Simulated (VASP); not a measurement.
Here is a VASP 6.6.1 calculation.

Contents of INCAR:

```
SYSTEM = B2Pd3Pt
PREC     = Accurate       ! precision mode
ENCUT    = 520            ! plane-wave cutoff, eV
EDIFF    = 1E-6           ! SCF threshold, eV
ISMEAR   = 0              ! smearing method
SIGMA    = 0.2            ! smearing width, eV
LREAL    = .FALSE.        ! projectors in reciprocal space
LASPH    = .TRUE.         ! aspherical terms in the spheres
NELM     = 100            ! most SCF steps
ALGO     = Fast           ! electronic algorithm
ISIF     = 2              ! what is computed and relaxed
LWAVE    = .FALSE.        ! write WAVECAR
LCHARG   = .FALSE.        ! write CHGCAR
GGA      = PE             ! functional
NBANDS   = 58             ! bands
```

Contents of KPOINTS:

```
regular mesh
0
G
  6 4 4
  0 0 0
```

Contents of POSCAR:

```
B2Pd3Pt
1.0
    0.0000000000      3.1872099747      0.0000000000
   -0.0924051064      0.0000000000      5.1776776552
    9.4772315539      0.0000000000      0.0090968700
B Pd Pt
4 6 2
Direct
    0.0000000000      0.0034797351      0.0014510302
    0.0000000000      0.0034797351      0.5014510302
    0.5000000000      0.4959539334      0.2464054984
    0.5000000000      0.4959539334      0.7464054984
    0.5000000000      0.8424949982      0.1218220285
    0.5000000000      0.8424949982      0.6218220285
    0.5000000000      0.1556033253      0.3780254780
    0.5000000000      0.1556033253      0.8780254780
    0.0000000000      0.6589124057      0.3739059800
    0.0000000000      0.6589124057      0.8739059800
    1.0000000000      0.3435556021      0.1283899850
    1.0000000000      0.3435556021      0.6283899850
```

Potentials or basis: VASP PAW PBE potentials, release 64 (B, Pd, Pt).

The run is started by

```sh
$ cat potpaw_PBE.64/B/POTCAR potpaw_PBE.64/Pd/POTCAR potpaw_PBE.64/Pt/POTCAR > POTCAR
$ mpirun -np 1 vasp_std > vasp.out
```

Question: What does it give for the pressure?

Answer: 0.1 GPa.

Question: Estimate the band gap on the k mesh.

Answer: Zero (bands 46 and 47 overlap by 1.53 eV).

Question: Predict the largest force.

Answer: 0.025 eV/Å.

Stress tensor (GPa, compression positive):
```
-0.13  0.00  0.11
 0.00  0.29  0.00
 0.11  0.00  0.11
```

Caveat: spin-orbit coupling is left out, which moves the levels of the heavy elements.
